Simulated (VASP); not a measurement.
# Fe2O3 (R-3c) in VASP: single point with PBEsol

Aim: the single point of Fe2O3 with PBEsol.

All numbers are computed with VASP 6.6.1; they aren't measurements. Logs are shortened: lines on timing, memory, paths and dates and some standing lists are left out, and cuts for length are marked.

### Step 1. The cell of the first run

Symmetry: R-3c, No. 167, trigonal system. Conventional cell: a = 5.038 Å, b = 5.038 Å, c = 13.772 Å, α = 90.00°, β = 90.00°, γ = 120.00°. Fe (site symmetry 3) has 6 O at 1.95 to 2.12 Å within 2.6 Å. Within 2.9 Å of O (site symmetry 2) lie 4 Fe at 1.95 to 2.12 Å and 8 O at 2.67 to 2.89 Å.

### Step 2. Single point, PBEsol, collinear spin, ferromagnetic start

INCAR

```
PREC = Accurate
ENCUT = 520
EDIFF = 1E-7
ISMEAR = 0
SIGMA = 0.1
LREAL = F
LASPH = T
NELM = 150
ALGO = Normal
ISIF = 2
LWAVE = F
LCHARG = F
ISPIN = 2
MAGMOM = 4 4 4 4 0 0 0 0 0 0
LORBIT = 11
LMAXMIX = 4
GGA = PS
NBANDS = 49
```

KPOINTS

```
regular mesh
0
Gamma
  6 6 6
```

POSCAR

```
Fe2O3
1.0
    2.5190000000      1.4543453281      4.5906666667
   -2.5190000000      1.4543453281      4.5906666667
    0.0000000000     -2.9086906562      4.5906666667
Fe O
4 6
Direct
    0.3553000000      0.3553000000      0.3553000000
    0.1447000000      0.1447000000      0.1447000000
    0.6447000000      0.6447000000      0.6447000000
    0.8553000000      0.8553000000      0.8553000000
    0.5559000000      0.9441000000      0.2500000000
    0.2500000000      0.5559000000      0.9441000000
    0.9441000000      0.2500000000      0.5559000000
    0.4441000000      0.0559000000      0.7500000000
    0.7500000000      0.4441000000      0.0559000000
    0.0559000000      0.7500000000      0.4441000000
```

Potentials or basis: VASP PAW PBE potentials, release 64 (Fe, O).

Started as:

```
$ cat potpaw_PBE.64/Fe/POTCAR potpaw_PBE.64/O/POTCAR > POTCAR
$ mpirun -np 1 vasp_std > vasp.out
```

OUTCAR:

```text
PREC = Accurate
   ENCUT = 520
   EDIFF = 1E-7
   ISMEAR = 0
   LREAL = F
   LASPH = T
   NELM = 150
   ISIF = 2
   ISPIN = 2
   LORBIT = 11
   GGA = PS

 ion  position               nearest neighbor table
   1  0.355  0.355  0.355-  10 1.95   8 1.95   9 1.95   5 2.12   7 2.12   6 2.12   2 2.90   3 2.97
                             3 2.97   3 2.97
   2  0.145  0.145  0.145-   9 1.95   8 1.95  10 1.95   5 2.12   7 2.12   6 2.12   1 2.90   4 2.97
                             4 2.97   4 2.97
   3  0.645  0.645  0.645-   7 1.95   5 1.95   6 1.95   8 2.12   9 2.12  10 2.12   4 2.90   1 2.97
                             1 2.97   1 2.97
   4  0.855  0.855  0.855-   6 1.95   5 1.95   7 1.95   8 2.12   9 2.12  10 2.12   3 2.90   2 2.97
                             2 2.97   2 2.97
   5  0.556  0.944  0.250-   3 1.95   4 1.95   1 2.12   2 2.12
   6  0.250  0.556  0.944-   4 1.95   3 1.95   1 2.12   2 2.12
   7  0.944  0.250  0.556-   3 1.95   4 1.95   1 2.12   2 2.12
   8  0.444  0.056  0.750-   1 1.95   2 1.95   3 2.12   4 2.12
   9  0.750  0.444  0.056-   2 1.95   1 1.95   3 2.12   4 2.12
  10  0.056  0.750  0.444-   1 1.95   2 1.95   3 2.12   4 2.12

  LATTYP: Found a trigonal (rhomboedric) cell.
 ALAT       =     5.4345838643
 COS(alpha) =     0.5703114900

  Lattice vectors:

 A1 = (   2.5190000000,   1.4543453281,   4.5906666667)
 A2 = (  -2.5190000000,   1.4543453281,   4.5906666667)
 A3 = (   0.0000000000,  -2.9086906562,   4.5906666667)

Analysis of symmetry for initial positions (statically):
=====================================================================
 Subroutine PRICEL returns:
 Original cell was already a primitive cell.

 Routine SETGRP: Setting up the symmetry group for a
 trigonal (rhombohedral) supercell.

 Subroutine GETGRP returns: Found 12 space group operations
 (whereof  6 operations were pure point group operations)
 out of a pool of 12 trial point group operations.

The static configuration has the point symmetry S_6 .
 The point group associated with its full space group is D_3d.

Analysis of symmetry for dynamics (positions and initial velocities):
=====================================================================
 Subroutine PRICEL returns:
 Original cell was already a primitive cell.

 Routine SETGRP: Setting up the symmetry group for a
 trigonal (rhombohedral) supercell.

 Subroutine GETGRP returns: Found 12 space group operations
 (whereof  6 operations were pure point group operations)
 out of a pool of 12 trial point group operations.

The dynamic configuration has the point symmetry S_6 .
 The point group associated with its full space group is D_3d.

Analysis of structural, dynamic, and magnetic symmetry:
=====================================================================
 Subroutine PRICEL returns:
 Original cell was already a primitive cell.

 Routine SETGRP: Setting up the symmetry group for a
 trigonal (rhombohedral) supercell.

 Subroutine GETGRP returns: Found 12 space group operations
 (whereof  6 operations were pure point group operations)
 out of a pool of 12 trial point group operations.

The overall configuration has the point symmetry S_6 .
 The point group associated with its full space group is D_3d.

 Subroutine INISYM returns: Found 12 space group operations
 (whereof  6 operations are pure point group operations),
 and found     1 'primitive' translations

----------------------------------------------------------------------------------------

                                     Primitive cell

  volume of cell :     100.9073

  direct lattice vectors                    reciprocal lattice vectors
     2.519000000  1.454345328  4.590666667     0.198491465  0.114599101  0.072611095
    -2.519000000  1.454345328  4.590666667    -0.198491465  0.114599101  0.072611095
     0.000000000 -2.908690656  4.590666667     0.000000000 -0.229198201  0.072611095

  length of vectors
     5.434583864  5.434583864  5.434583864     0.240425012  0.240425012  0.240425012

  position of ions in fractional coordinates (direct lattice)
     0.355300000  0.355300000  0.355300000
     0.144700000  0.144700000  0.144700000
     0.644700000  0.644700000  0.644700000
     0.855300000  0.855300000  0.855300000
     0.555900000  0.944100000  0.250000000
     0.250000000  0.555900000  0.944100000
     0.944100000  0.250000000  0.555900000
     0.444100000  0.055900000  0.750000000
     0.750000000  0.444100000  0.055900000
     0.055900000  0.750000000  0.444100000

  ion indices of the primitive-cell ions
   primitive index   ion index
                 1           1
                 2           2
                 3           3
                 4           4
                 5           5
                 6           6
                 7           7
                 8           8
                 9           9
                10          10

----------------------------------------------------------------------------------------

 KPOINTS: regular mesh

Automatic generation of k-mesh.
 Grid dimensions read from file:
 generate k-points for:    6    6    6

 Generating k-lattice:

  Cartesian coordinates                     Fractional coordinates (reciprocal lattice)
     0.033081911  0.019099850  0.012101849     0.166666667  0.000000000  0.000000000
    -0.033081911  0.019099850  0.012101849     0.000000000  0.166666667  0.000000000
     0.000000000 -0.038199700  0.012101849     0.000000000  0.000000000  0.166666667

  Length of vectors
     0.040070835  0.040070835  0.040070835

  Shift w.r.t. Gamma in fractional coordinates (k-lattice)
     0.000000000  0.000000000  0.000000000

 Subroutine IBZKPT returns following result:
 ===========================================

 Found     32 irreducible k-points:

 Following reciprocal coordinates:
            Coordinates               Weight
  0.000000  0.000000  0.000000      1.000000
  0.166667  0.000000 -0.000000      6.000000
  0.333333  0.000000  0.000000      6.000000
  0.500000  0.000000 -0.000000      3.000000
  0.166667  0.166667 -0.000000      6.000000
  0.333333  0.166667 -0.000000     12.000000
[... 16 lines left out ...]
  0.500000  0.500000  0.166667      6.000000
 -0.333333  0.500000  0.166667     12.000000
 [... further k-points ...]
   k-points           NKPTS =     32   k-points in BZ     NKDIM =     32   number of bands    NBANDS=     49
   number of dos      NEDOS =    301   number of ions     NIONS =     10
   total plane-waves  NPLWV =  64000
   dimension x,y,z NGX =    40 NGY =   40 NGZ =   40
   dimension x,y,z NGXF=    80 NGYF=   80 NGZF=   80
   ions per type =               4   6
   NGX,Y,Z   is equivalent  to a cutoff of  12.24, 12.24, 12.24 a.u.
   NGXF,Y,Z  is equivalent  to a cutoff of  24.47, 24.47, 24.47 a.u.
 SYSTEM =  unknown system
   PREC   = accura    normal or accurate (medium, high low for compatibility)
   ISTART =      0    job   : 0-new  1-cont  2-samecut
   ICHARG =      2    charge: 1-file 2-atom 10-const
   ISPIN  =      2    spin polarized calculation?
   LNONCOLLINEAR =      F non collinear calculations
   LSORBIT =      F    spin-orbit coupling
   LASPH  =      T    aspherical Exc in radial PAW
   ENCUT  =  520.0 eV  38.22 Ry    6.18 a.u.  10.10 10.10 10.10*2*pi/ulx,y,z
   NELM   =    150;   NELMIN=  2; NELMDL= -5     # of ELM steps
   EDIFF  = 0.1E-06   stopping-criterion for ELM
   LREAL  =      F    real-space projection
   EDIFFG = 0.1E-05   stopping-criterion for IOM
   NSW    =      0    number of steps for IOM
   IBRION =     -1    ionic relax: 0-MD 1-quasi-New 2-CG
   NFREE  =      0    steps in history (QN), initial steepest desc. (CG)
   ISIF   =      2    stress and relaxation
   ISYM   =      2    0-nonsym 1-usesym 2-fastsym
   POTIM  = 0.5000    time-step for ionic-motion
   TEBEG  =    0.0;   TEEND  =   0.0 temperature during run
   PSTRESS=    0.0 pullay stress
   NELECT =      68.0000    total number of electrons
   NUPDOWN=      -1.0000    fix difference up-down
   EMIN   =  10.00;   EMAX   =-10.00  energy-range for DOS
   EFERMI =   0.00;   METHOD = LEGACY
   ISMEAR =     0;   SIGMA  =   0.10  broadening in eV -4-tet -1-fermi 0-gaus
   EFERMI_NEDOS =   21; number of points for ismear=-14 and -15
   IALGO  =     38    algorithm
   IMIX   =      4    mixing-type and parameters
     AMIX     =   0.40;   BMIX     =  1.00
     AMIX_MAG =   1.60;   BMIX_MAG =  1.00
  volume/ion in A,a.u.               =      10.09        68.10
  Fermi-wavevector in a.u.,A,eV,Ry     =   1.435281  2.712288 28.028426  2.060031
  Thomas-Fermi vector in A             =   2.554597
   LORBIT       =     11    0 simple, 1 ext, 2 COOP (PROOUT), +10 PAW based schemes
   GGA     = PS    functional components
   LHFCALC =     F    Hartree Fock is set to
   AEXX    =    0.0000 exact exchange contribution
   IVDW    =     0    specifies the selected vdW correction
   LEPSILON=     F    determine dielectric tensor
   LRPA    =     F    only Hartree local field effects (RPA)
 spin polarized calculation
 Gauss-broadening in eV      SIGMA  =   0.10
  energy-cutoff  :      520.00
  volume of cell :      100.91
 maximum number of plane-waves:      2742
   NGX = 21   NGY = 21   NGZ = 21

 number of electron      67.9999996 magnetization      13.2508247

 Free energy of the ion-electron system (eV)
  ---------------------------------------------------
  ext. energy  EPLUGINS =         0.00000000
  ---------------------------------------------------
  free energy    TOTEN  =       -77.95197203 eV

  energy without entropy =      -77.88685568  energy(sigma->0) =      -77.91941385

 E-fermi :   4.1973     XC(G=0): -11.9097

 val. band max:        4.1945822340   @ k =   0.5000   0.3333   0.3333
 cond. band min:       4.1990360687   @ k =  -0.1667   0.1667   0.1667
 fundamental gap:      0.0044538347
 Fermi energy:         4.1973291670

 spin component 1

 k-point     1 :       0.0000    0.0000    0.0000
  band No.  band energies     occupation
      1     -15.8415      1.00000
      2     -14.3115      1.00000
      3     -14.2262      1.00000
      4     -14.2262      1.00000
      5     -14.2019      1.00000
      6     -14.2019      1.00000
[... 38 lines left out ...]
     45       7.9442      0.00000
     46      11.8969      0.00000
[... 1086 lines left out ...]
      6     -14.1894      1.00000
[... 38 lines left out ...]
     45      11.7743      0.00000
     46      12.0456      0.00000

 [... further k-points ...]

 spin component 2

 k-point     1 :       0.0000    0.0000    0.0000
  band No.  band energies     occupation
      1     -15.5490      1.00000
      2     -14.0266      1.00000
      3     -13.9154      1.00000
      4     -13.9154      1.00000
      5     -13.9077      1.00000
      6     -13.9077      1.00000
[... 38 lines left out ...]
     45       8.5193      0.00000
     46      12.4344      0.00000
[... 1086 lines left out ...]
      6     -13.8800      1.00000
[... 38 lines left out ...]
     45      12.3154      0.00000
     46      12.6023      0.00000

 [... further k-points ...]

 [bands above 46 left out]

------------------------ aborting loop because EDIFF is reached ----------------------------------------

  FORCE on cell =-STRESS in cart. coord.  units (eV):
  Direction    XX          YY          ZZ          XY          YZ          ZX
  --------------------------------------------------------------------------------------
  -------------------------------------------------------------------------------------
  Total       -8.6361645     -8.6361645     -8.3750104      0.0000000      0.0000000     -0.0000000
  in kB     -137.1225146   -137.1225146   -132.9759858      0.0000000      0.0000000     -0.0000000
  external PRESSURE =    -135.7403384 kB  Pullay stress =       0.0000000 kB

 VOLUME and BASIS-vectors are now :
 -----------------------------------------------------------------------------
  energy-cutoff  :      520.00
  volume of cell :      100.91
      direct lattice vectors                 reciprocal lattice vectors
     2.519000000  1.454345328  4.590666667     0.198491465  0.114599101  0.072611095
    -2.519000000  1.454345328  4.590666667    -0.198491465  0.114599101  0.072611095
     0.000000000 -2.908690656  4.590666667     0.000000000 -0.229198201  0.072611095

 POSITION                                       TOTAL-FORCE (eV/Angst)
 -----------------------------------------------------------------------------------
      0.00000      0.00000      4.89319         0.000000     -0.000000     -0.994121
      0.00000      0.00000      1.99281         0.000000      0.000000      0.994121
      0.00000      0.00000      8.87881         0.000000      0.000000      0.994121
      0.00000      0.00000     11.77919         0.000000     -0.000000     -0.994121
     -0.97788      1.45435      8.03367         0.123291      0.000000     -0.000000
     -0.77056     -1.57404      8.03367        -0.061645      0.106773      0.000000
      1.74844      0.11969      8.03367        -0.061645     -0.106773      0.000000
      0.97788     -1.45435      5.73833        -0.123291      0.000000     -0.000000
      0.77056      1.57404      5.73833         0.061645     -0.106773      0.000000
     -1.74844     -0.11969      5.73833         0.061645      0.106773      0.000000
 -----------------------------------------------------------------------------------
    total drift:                               -0.000000     -0.000000     -0.000000

  FREE ENERGIE OF THE ION-ELECTRON SYSTEM (eV)
  ---------------------------------------------------
  free  energy   TOTEN  =       -77.9519720331 eV

  energy  without entropy=      -77.8868556765  energy(sigma->0) =      -77.91941385

 total charge

# of ion       s       p       d       tot
------------------------------------------
    1        0.366   0.517   6.023   6.906
    2        0.366   0.517   6.023   6.906
    3        0.366   0.517   6.023   6.906
    4        0.366   0.517   6.023   6.906
    5        1.567   3.378   0.000   4.945
    6        1.567   3.378   0.000   4.945
    7        1.567   3.378   0.000   4.945
    8        1.567   3.378   0.000   4.945
    9        1.567   3.378   0.000   4.945
   10        1.567   3.378   0.000   4.945
--------------------------------------------------
tot         10.867  22.337  24.093  57.297

 magnetization (x)

# of ion       s       p       d       tot
------------------------------------------
    1        0.023   0.035   2.958   3.016
    2        0.023   0.035   2.958   3.016
    3        0.023   0.035   2.958   3.016
    4        0.023   0.035   2.958   3.016
    5        0.020   0.113   0.000   0.133
    6        0.020   0.113   0.000   0.133
    7        0.020   0.113   0.000   0.133
    8        0.020   0.113   0.000   0.133
    9        0.020   0.113   0.000   0.133
   10        0.020   0.113   0.000   0.133
--------------------------------------------------
tot          0.212   0.816  11.832  12.860
```

It took 10 min on 1 thread of Intel Xeon Platinum 8488C (Sapphire Rapids), shared host; peak memory 0.42 GiB.

What came out:

| Property | Result |
| --- | --- |
| Free energy | -77.9520 eV |
| Pressure | -13.6 GPa |
| Largest force | 0.994 eV/Å |
| Net moment | 13.25 μB per cell |
| Site moments | Fe +3.02; O +0.13 μB |
| Valence electrons inside the program's atomic spheres | Fe 6.91; O 4.95 |

Forces on the atoms (eV/Å):
```
Fe   0.000  0.000 -0.994
Fe   0.000  0.000  0.994
Fe   0.000  0.000  0.994
Fe   0.000  0.000 -0.994
O    0.123  0.000  0.000
O   -0.062  0.107  0.000
O   -0.062 -0.107  0.000
O   -0.123  0.000  0.000
O    0.062 -0.107  0.000
O    0.062  0.107  0.000
```

Stress tensor (GPa, compression positive):
```
-13.71   0.00   0.00
  0.00 -13.71   0.00
  0.00   0.00 -13.30
```

Levels at points of the mesh, in eV from the Fermi level:
Spin up:
```
           k point  band 37  band 38  band 39  band 40  band 41  band 42  band 43  band 44
(0.00, 0.00, 0.00)    -1.02    -1.02    -0.61    -0.61     0.26     0.26     0.82     0.82
(0.50, 0.00, 0.00)    -0.55    -0.55    -0.29    -0.29    -0.15    -0.15     0.24     0.24
(0.50, 0.50, 0.00)    -1.61    -0.90    -0.87    -0.53     0.04     0.35     0.43     0.61
(0.50, 0.50, 0.50)    -0.78    -0.78    -0.78    -0.78     0.35     0.35     0.35     0.35
```
Spin down:
```csv
k point,band 26,band 27,band 28,band 29,band 30,band 31
"(0.00, 0.00, 0.00)",-0.29,-0.25,0.01,0.01,0.04,0.04
"(0.50, 0.00, 0.00)",-0.51,0.16,0.16,0.32,0.32,0.40
"(0.50, 0.50, 0.00)",-0.42,-0.22,-0.17,0.14,0.26,0.28
"(0.50, 0.50, 0.50)",-0.05,-0.05,-0.05,0.28,0.28,0.34
```

Caveat: the cell stands under tension; the PAW data sets were made with another functional, which shifts forces and pressure a little; semilocal functionals often make such compounds metallic where correlation or magnetic order opens a gap, which also shifts bond lengths; the run started ferromagnetic, and an antiferromagnetic order may lie lower in energy.
